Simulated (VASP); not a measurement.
**Mg2C: single point with PBE**

Mg2C:

```
C Mg
1.0
     0.00000    2.64534    2.64534
     2.64534    0.00000    2.64534
     2.64534    2.64534    0.00000
C Mg
1 2
Direct
  0.00000 0.00000 0.00000
  0.25000 0.25000 0.25000
  0.75000 0.75000 0.75000
```

This cell differs from its parent crystal: strain -2.4%.

```
Program             : VASP 6.6.1
Task                : single point
Functional          : PBE
Potentials or basis : VASP PAW PBE potentials, release 64 (C, Mg)
Cutoff              : 520 eV
k mesh              : 8 × 8 × 8
Occupations         : fermi-dirac, width 0.02 eV
Spin                : no spin polarisation
```

```json
{
 "Pressure": "10.3 GPa",
 "Band gap on the k mesh": "0.74 eV, indirect (least direct gap 1.98 eV)"
}
```

Levels at points of the mesh, in eV from the valence-band top:
| k point | band 2 | band 3 | band 4 | band 5 | band 6 | band 7 |
| --- | --- | --- | --- | --- | --- | --- |
| (0.00, 0.00, 0.00) | 0.00 | 0.00 | 0.00 | 1.98 | 7.09 | 7.09 |
| (0.50, 0.00, 0.00) | -4.93 | -0.41 | -0.41 | 4.02 | 5.90 | 5.90 |
| (0.50, 0.50, 0.00) | -4.16 | -1.56 | -1.56 | 0.74 | 4.56 | 9.75 |

Wall time 9.3 s on 1 thread of Intel(R) Xeon(R) Platinum 8375C CPU @ 2.90GHz (Ice Lake), with other jobs on the host, peak memory 0.15 GiB.

Caveat: the cell differs from its parent crystal (strain -2.4%). A k mesh can miss the band edges.
